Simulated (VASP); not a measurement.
Crystal: KCl.

```
CELL_PARAMETERS angstrom
3.77081 0.00000 0.00000
0.00000 3.77081 0.00000
0.00000 0.00000 3.77081
ATOMIC_POSITIONS crystal
K 0.00000 0.00000 0.00000
Cl 0.50000 0.50000 0.50000
```

Base run:

| Item | Value |
| --- | --- |
| Program | VASP 6.6.1 |
| Functional | PBE |
| Potentials or basis | VASP PAW PBE potentials, release 64 (K_sv, Cl) |
| Cutoff | 520 eV |
| k mesh | 4 × 4 × 4 |
| Occupations | gaussian, width 0.01 eV |
| Spin | no spin polarisation |

Its results: band gap on the k mesh 5.03 eV, indirect (least direct gap 5.24 eV); pressure 1.1 GPa.

**Question.** After a change of settings the same cell gave: band gap on the k mesh 4.59 eV, indirect (least direct gap 4.81 eV); pressure -2.3 GPa. Which change was it?
A. functional from PBE to r2SCAN
B. functional from PBE to LDA; potentials or basis from VASP PAW PBE potentials, release 64 (K_sv, Cl) to VASP PAW LDA potentials, release 64 (K_sv, Cl)
C. functional from PBE to r2SCAN; further incar settings from ALGO = Normal; EDIFF = 1e-07; NBANDS = 15 to ALGO = Normal; EDIFF = 1e-06; NBANDS = 15
D. functional from PBE to HSE06; further incar settings from ALGO = Normal; EDIFF = 1e-07; NBANDS = 15 to ALGO = Normal; EDIFF = 1e-06; NBANDS = 15

**Answer.** B.
